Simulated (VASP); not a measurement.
Here is a VASP 6.6.1 calculation.

INCAR

```
SYSTEM = TaN
ALGO = Normal
EDIFF = 1E-7
ENCUT = 520
GGA = PE
ISIF = 2
ISMEAR = 0
LASPH = .TRUE.
LCHARG = .FALSE.
LREAL = .FALSE.
LWAVE = .FALSE.
NBANDS = 15
NELM = 100
PREC = Accurate
SIGMA = 0.15
```

The input KPOINTS:

```
k-points
0
G
  18 18 18
  0 0 0
```

File POSCAR:

```
TaN
1.0
    0.0000000000      2.0700500000      2.1245250000
    2.0700500000      0.0000000000      2.1245250000
    2.0700500000      2.0700500000      0.0000000000
Ta N
1 1
Direct
    0.5000000000      0.5000000000      0.5000000000
    0.0000000000      0.0000000000      0.0000000000
```

Potentials or basis: VASP PAW PBE potentials, release 64 (Ta_pv, N).

The run is started by

```bash
$ cat potpaw_PBE.64/Ta_pv/POTCAR potpaw_PBE.64/N/POTCAR > POTCAR
$ mpirun -np 1 vasp_std > vasp.out
```

(1) Predict the band gap on the k mesh.

(2) Estimate the pressure.

Results:

(1) zero (band 8 reaches 13.71 eV, above the bottom of band 9 at 8.94 eV).

(2) 83.1 GPa.

Caveat: the cell differs from its parent crystal (strain -0.050 along x and y, -0.025 along z); spin-orbit coupling is left out, which moves the levels of the heavy elements.
